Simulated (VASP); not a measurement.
# Cs2BAs2 (Ibam) in VASP: single point with PBE

Aim: the single point of Cs2BAs2 with PBE.

Program: VASP 6.6.1. These are calculated values, not measurements. Logs are shortened: lines on timing, memory, paths and dates and some standing lists are left out, and cuts for length are marked.

## 1. The cell of the first run

The structure is orthorhombic, space group Ibam (No. 72). The conventional cell has a = 7.706 Å, b = 14.480 Å, c = 6.137 Å, α = 90.00°, β = 90.00°, γ = 90.00°. Within 4.6 Å of Cs (site symmetry m) lie 6 As at 3.51 to 4.40 Å and 2 B at 3.55 Å and 4 Cs at 4.19 to 4.45 Å. B (site symmetry 222) has 4 As at 2.14 Å within 2.8 Å. As (site symmetry m) has 2 B at 2.14 Å within 2.8 Å.

## 2. Single point, PBE

INCAR

```
SYSTEM = Cs2BAs2
PREC = Accurate
ENCUT = 520
EDIFF = 1E-6
ISMEAR = -1
SIGMA = 0.1
LREAL = .FALSE.
LASPH = .TRUE.
NELM = 60
ALGO = Normal
ISIF = 2
LWAVE = .FALSE.
LCHARG = .FALSE.
GGA = PE
NBANDS = 42
```

KPOINTS

```
Automatic mesh
0
G
  4 4 4
  0 0 0
```

POSCAR

```
Cs2BAs2
1.0
    0.0000000000      0.0000000000      6.1370187759
    7.2399366091     -3.8531108885      3.0685093880
    7.2399366091      3.8531108885     -3.0685093880
Cs B As
4 2 4
Direct
    0.3149953562      0.0407554352      0.6707461475
    0.6850046438      0.9592445648      0.3292538525
    0.1850046438      0.6707461475      0.0407554352
    0.8149953562      0.3292538525      0.9592445648
    0.2500000000      0.5000000000      0.5000000000
    0.7500000000      0.5000000000      0.5000000000
    0.3712697793      0.7056039542      0.4481435127
    0.6287302207      0.2943960458      0.5518564873
    0.1287302207      0.4481435127      0.7056039542
    0.8712697793      0.5518564873      0.2943960458
```

Potentials or basis: VASP PAW PBE potentials, release 64 (Cs_sv, B, As).

The run is started by

```bash
cat potpaw_PBE.64/Cs_sv/POTCAR potpaw_PBE.64/B/POTCAR potpaw_PBE.64/As/POTCAR > POTCAR
mpirun -np 1 vasp_std > vasp.out
```

OUTCAR:

```text
SYSTEM = Cs2BAs2
   PREC = Accurate
   ENCUT = 520
   EDIFF = 1E-6
   ISMEAR = -1
   LREAL = .FALSE.
   LASPH = .TRUE.
   NELM = 60
   ISIF = 2
   GGA = PE

 ion  position               nearest neighbor table
   1  0.315  0.041  0.671-
   2  0.685  0.959  0.329-
   3  0.185  0.671  0.041-
   4  0.815  0.329  0.959-
   5  0.250  0.500  0.500-   8 2.14  10 2.14   9 2.14   7 2.14
   6  0.750  0.500  0.500-   7 2.14   9 2.14   8 2.14  10 2.14
   7  0.371  0.706  0.448-   6 2.14   5 2.14
   8  0.629  0.294  0.552-   5 2.14   6 2.14
   9  0.129  0.448  0.706-   6 2.14   5 2.14
  10  0.871  0.552  0.294-   5 2.14   6 2.14

  LATTYP: Found a body centered orthorhombic cell.
 ALAT       =     6.1370187759
 B/A-ratio  =     1.2556946717
 C/A-ratio  =     2.3594311419

  Lattice vectors:

 A1 = (  -7.2399366091,  -3.8531108885,   3.0685093880)
 A2 = (  -7.2399366091,   3.8531108885,  -3.0685093880)
 A3 = (   7.2399366091,  -3.8531108885,  -3.0685093879)

Analysis of symmetry for initial positions (statically):
=====================================================================
 Subroutine PRICEL returns:
 Original cell was already a primitive cell.

 Routine SETGRP: Setting up the symmetry group for a
 body centered orthorhombic supercell.

 Subroutine GETGRP returns: Found  8 space group operations
 (whereof  4 operations were pure point group operations)
 out of a pool of  8 trial point group operations.

The static configuration has the point symmetry C_2h.
 The point group associated with its full space group is D_2h.

Analysis of symmetry for dynamics (positions and initial velocities):
=====================================================================
 Subroutine PRICEL returns:
 Original cell was already a primitive cell.

 Routine SETGRP: Setting up the symmetry group for a
 body centered orthorhombic supercell.

 Subroutine GETGRP returns: Found  8 space group operations
 (whereof  4 operations were pure point group operations)
 out of a pool of  8 trial point group operations.

The dynamic configuration has the point symmetry C_2h.
 The point group associated with its full space group is D_2h.

 Subroutine INISYM returns: Found  8 space group operations
[... 109 lines left out ...]
   NSW    =      0    number of steps for IOM
   IBRION =     -1    ionic relax: 0-MD 1-quasi-New 2-CG
   NFREE  =      0    steps in history (QN), initial steepest desc. (CG)
   ISIF   =      2    stress and relaxation
   ISYM   =      2    0-nonsym 1-usesym 2-fastsym
   POTIM  = 0.5000    time-step for ionic-motion
   TEBEG  =    0.0;   TEEND  =   0.0 temperature during run
   PSTRESS=    0.0 pullay stress
   NELECT =      62.0000    total number of electrons
   NUPDOWN=      -1.0000    fix difference up-down
   EMIN   =  10.00;   EMAX   =-10.00  energy-range for DOS
   EFERMI =   0.00;   METHOD = LEGACY
   ISMEAR =    -1;   SIGMA  =   0.10  broadening in eV -4-tet -1-fermi 0-gaus
   EFERMI_NEDOS =   21; number of points for ismear=-14 and -15
   IALGO  =     38    algorithm
   IMIX   =      4    mixing-type and parameters
     AMIX     =   0.40;   BMIX     =  1.00
     AMIX_MAG =   1.60;   BMIX_MAG =  1.00
  volume/ion in A,a.u.               =      34.24       231.06
  Fermi-wavevector in a.u.,A,eV,Ry     =   0.926177  1.750221 11.671138  0.857804
  Thomas-Fermi vector in A             =   2.052112
   LORBIT       =      0    0 simple, 1 ext, 2 COOP (PROOUT), +10 PAW based schemes
   GGA     = PE    functional components
   LHFCALC =     F    Hartree Fock is set to
   AEXX    =    0.0000 exact exchange contribution
   IVDW    =     0    specifies the selected vdW correction
   LEPSILON=     F    determine dielectric tensor
   LRPA    =     F    only Hartree local field effects (RPA)
 non-spin polarized calculation
  energy-cutoff  :      520.00
  volume of cell :      342.40
 maximum number of plane-waves:      9238
 NGX is ok and might be reduce to    48
   NGX = 23   NGY = 33   NGZ = 33

 number of electron      61.9999999 magnetization

 Free energy of the ion-electron system (eV)
  ---------------------------------------------------
  ext. energy  EPLUGINS =         0.00000000
  ---------------------------------------------------
  free energy    TOTEN  =       -37.09658135 eV

  energy without entropy =      -36.86886598  energy(sigma->0) =      -36.98272367

 E-fermi :   2.3979     XC(G=0):  -8.0374

 val. band max:        2.3941798748   @ k =   0.2500  -0.2500   0.2500
 cond. band min:       2.4079508703   @ k =   0.2500   0.2500   0.0000
 fundamental gap:      0.0137709955
 Fermi energy:         2.3978925527

 k-point     1 :       0.0000    0.0000    0.0000
  band No.  band energies     occupation
      1     -20.1275      2.00000
      2     -20.0767      2.00000
      3     -20.0481      2.00000
      4     -20.0292      2.00000
      5     -10.2925      2.00000
      6      -8.4380      2.00000
[... 799 lines left out ...]
     41       6.1752      0.00000
     42       6.4715      0.00000

------------------------ aborting loop because EDIFF is reached ----------------------------------------

  FORCE on cell =-STRESS in cart. coord.  units (eV):
  Direction    XX          YY          ZZ          XY          YZ          ZX
  --------------------------------------------------------------------------------------
  -------------------------------------------------------------------------------------
  Total        0.3233619      0.3249358      0.4025110     -0.0000000     -0.0000000      0.0000000
  in kB        1.5130933      1.5204578      1.8834520     -0.0000000     -0.0000000      0.0000000
  external PRESSURE =       1.6390010 kB  Pullay stress =       0.0000000 kB

 VOLUME and BASIS-vectors are now :
 -----------------------------------------------------------------------------
  energy-cutoff  :      520.00
  volume of cell :      342.40
      direct lattice vectors                 reciprocal lattice vectors
     0.000000000  0.000000000  6.137018776     0.000000000  0.129765277  0.162945566
     7.239936609 -3.853110888  3.068509388     0.069061378 -0.129765277  0.000000000
     7.239936609  3.853110888 -3.068509388     0.069061378  0.129765277  0.000000000

 POSITION                                       TOTAL-FORCE (eV/Angst)
 -----------------------------------------------------------------------------------
      5.15123      2.42742      0.00000        -0.012533      0.018082     -0.000000
      9.32865     -2.42742      6.13702         0.012533     -0.018082      0.000000
      5.15123     -2.42742      3.06851        -0.012533     -0.018082      0.000000
      9.32865      2.42742      3.06851         0.012533      0.018082     -0.000000
      7.23994      0.00000      1.53425         0.000000     -0.000000      0.000000
      7.23994      0.00000      4.60276         0.000000     -0.000000      0.000000
      8.35306     -0.99202      3.06851         0.036525     -0.028154      0.000000
      6.12681      0.99202      3.06851        -0.036525      0.028154     -0.000000
      8.35306      0.99202     -0.00000         0.036525      0.028154     -0.000000
      6.12681     -0.99202      6.13702        -0.036525     -0.028154      0.000000
 -----------------------------------------------------------------------------------
    total drift:                               -0.000000      0.000000     -0.000000

  FREE ENERGIE OF THE ION-ELECTRON SYSTEM (eV)
  ---------------------------------------------------
  free  energy   TOTEN  =       -37.0965813540 eV

  energy  without entropy=      -36.8688659845  energy(sigma->0) =      -36.98272367
```

OSZICAR:

```text
N       E                     dE             d eps       ncg     rms          rms(c)
DAV:   1     0.386423834087E+03    0.38642E+03   -0.24447E+04  1512   0.122E+03
DAV:   2     0.684780194129E-01   -0.38636E+03   -0.37227E+03  1956   0.206E+02
DAV:   3    -0.402659651169E+02   -0.40334E+02   -0.39951E+02  1880   0.721E+01
DAV:   4    -0.410216088704E+02   -0.75564E+00   -0.75268E+00  1848   0.112E+01
DAV:   5    -0.410336443974E+02   -0.12036E-01   -0.12018E-01  1856   0.127E+00    0.747E+00
DAV:   6    -0.374146410579E+02    0.36190E+01   -0.70899E+00  1724   0.951E+00    0.328E+00
DAV:   7    -0.371334308312E+02    0.28121E+00   -0.29605E+00  2000   0.493E+00    0.175E+00
DAV:   8    -0.371084233451E+02    0.25007E-01   -0.63817E-01  1818   0.230E+00    0.813E-01
DAV:   9    -0.370925761417E+02    0.15847E-01   -0.19891E-01  1830   0.141E+00    0.346E-01
DAV:  10    -0.370979476620E+02   -0.53715E-02   -0.44176E-02  1776   0.828E-01    0.216E-01
DAV:  11    -0.370962444975E+02    0.17032E-02   -0.89989E-03  1772   0.402E-01    0.691E-02
DAV:  12    -0.370963778256E+02   -0.13333E-03   -0.21357E-03  2040   0.126E-01    0.665E-02
DAV:  13    -0.370966252328E+02   -0.24741E-03   -0.82285E-04  1854   0.103E-01    0.297E-02
DAV:  14    -0.370965842474E+02    0.40985E-04   -0.24853E-04  1824   0.559E-02    0.175E-02
DAV:  15    -0.370965794275E+02    0.48200E-05   -0.62522E-05  1886   0.250E-02    0.757E-03
DAV:  16    -0.370965823331E+02   -0.29057E-05   -0.20424E-05  1670   0.139E-02    0.549E-03
DAV:  17    -0.370965813540E+02    0.97917E-06   -0.39216E-06  1648   0.728E-03
   1 F= -.37096581E+02 E0= -.36982724E+02  d E =-.227715E+00
```

Run time: 14 min. Hardware: 1 thread of AMD EPYC 7R13, shared host; peak memory 0.64 GiB.

What came out:

```
Free energy            : -37.0966 eV
Pressure               : 0.2 GPa
Largest force          : 0.046 eV/Å
Band gap on the k mesh : zero (band 31 reaches 2.53 eV, above the bottom of band 32 at 2.19 eV)
```

Forces on the atoms (eV/Å):
```
Cs  -0.013  0.018  0.000
Cs   0.013 -0.018  0.000
Cs  -0.013 -0.018  0.000
Cs   0.013  0.018  0.000
B    0.000  0.000  0.000
B    0.000  0.000  0.000
As   0.037 -0.028  0.000
As  -0.037  0.028  0.000
As   0.037  0.028  0.000
As  -0.037 -0.028  0.000
```

Caveat: spin-orbit coupling is left out, which moves the levels of the heavy elements.
